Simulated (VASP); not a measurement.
MoRu, 2 atoms in the cell. The structure is hexagonal, space group P-6m2 (No. 187). Conventional cell: a = 2.722 Å, b = 2.722 Å, c = 4.375 Å, α = 90.00°, β = 90.00°, γ = 120.00°. Mo (site symmetry -6m2) has 6 Ru at 2.69 Å and 6 Mo at 2.72 Å within 3.6 Å. Ru (site symmetry -6m2) has 6 Mo at 2.69 Å and 6 Ru at 2.72 Å within 3.6 Å. 

| Property | Result |
| --- | --- |
| Program | VASP 6.6.1 |
| Task | single point |
| Functional | LDA |
| Potentials or basis | VASP PAW LDA potentials, release 64 (Mo_sv, Ru_sv) |
| Cutoff | 560 eV |
| k mesh | 8 × 8 × 5 |
| Occupations | fermi-dirac, width 0.1 eV |
| Spin | no spin polarisation |
| Dipole correction | no |
| Further INCAR settings | ALGO = Normal; EDIFF = 1e-06; NBANDS = 22 |

Potentials or basis: VASP PAW LDA potentials, release 64 (Mo_sv, Ru_sv).

Launch:

```bash
$ cat potpaw_LDA.64/Mo_sv/POTCAR potpaw_LDA.64/Ru_sv/POTCAR > POTCAR
$ mpirun -np 1 vasp_std > vasp.out
```

Hardware: 1 thread of AMD EPYC 7R13 Processor (Zen 3), with other jobs on the host.

**Question.** How long does it take, and how much memory?

**Answer.** It took 17 s on 1 thread of AMD EPYC 7R13 Processor (Zen 3) (shared host), peak memory 0.12 GiB. Counts: scf iterations 13, k points 30.
